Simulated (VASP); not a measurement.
The system is Hf2N.

```
CELL_PARAMETERS angstrom
5.31312 0.00000 0.00000
0.00000 5.31312 0.00000
0.00000 0.00000 3.24210
ATOMIC_POSITIONS crystal
Hf 0.29554 0.29554 0.00000
Hf 0.70446 0.70446 0.00000
Hf 0.79554 0.20446 0.50000
Hf 0.20446 0.79554 0.50000
N 0.00000 0.00000 0.00000
N 0.50000 0.50000 0.50000
```

| Quantity | Value |
| --- | --- |
| Program | VASP 6.6.1 |
| Task | relaxation of cell and atoms |
| Functional | PBEsol |
| Potentials or basis | VASP PAW PBE potentials, release 64 (Hf_pv, N) |
| Cutoff | 600 eV |
| k mesh | 8 × 8 × 12 |
| Occupations | gaussian, width 0.1 eV |
| Spin | no spin polarisation |

At the start: pressure -3.3 GPa; volume 15.25 Å³/atom.

Task: Where does the relaxation end?

Result: Over 8 steps the energy falls by 2.6 meV/atom and the volume is 15.01 Å³/atom (-1.6 %); space group P4_2/mnm (No. 136, to 0.1 Å) before and after.

Step by step:
| step | energy change (eV) | largest force (eV/Å) | pressure (GPa) | volume (Å³) |
| --- | --- | --- | --- | --- |
| 1 | 0.0000 | 0.0126 | -3.31 | 91.52 |
| 2 | 0.0388 | 0.0847 | 6.73 | 87.41 |
| 3 | -0.0156 | 0.0183 | -0.02 | 90.06 |
| 4 | -0.0156 | 0.0190 | 0.04 | 90.03 |
| 5 | -0.0156 | 0.0054 | 0.04 | 90.04 |
| 6 | -0.0156 | 0.0044 | 0.04 | 90.04 |
| 7 | -0.0156 | 0.0004 | -0.06 | 90.08 |
| 8 | -0.0156 | 0.0025 | -0.02 | 90.06 |

Final structure:
```
Hf N
1.0
     5.28756    0.00000    0.00000
     0.00000    5.28756    0.00000
     0.00000    0.00000    3.22112
Hf N
4 2
Direct
  0.29544 0.29544 0.00000
  0.70456 0.70456 0.00000
  0.79544 0.20456 0.50000
  0.20456 0.79544 0.50000
  0.00000 0.00000 0.00000
  0.50000 0.50000 0.50000
```

Caveat: the PAW data sets were made with another functional, which shifts forces and pressure a little.
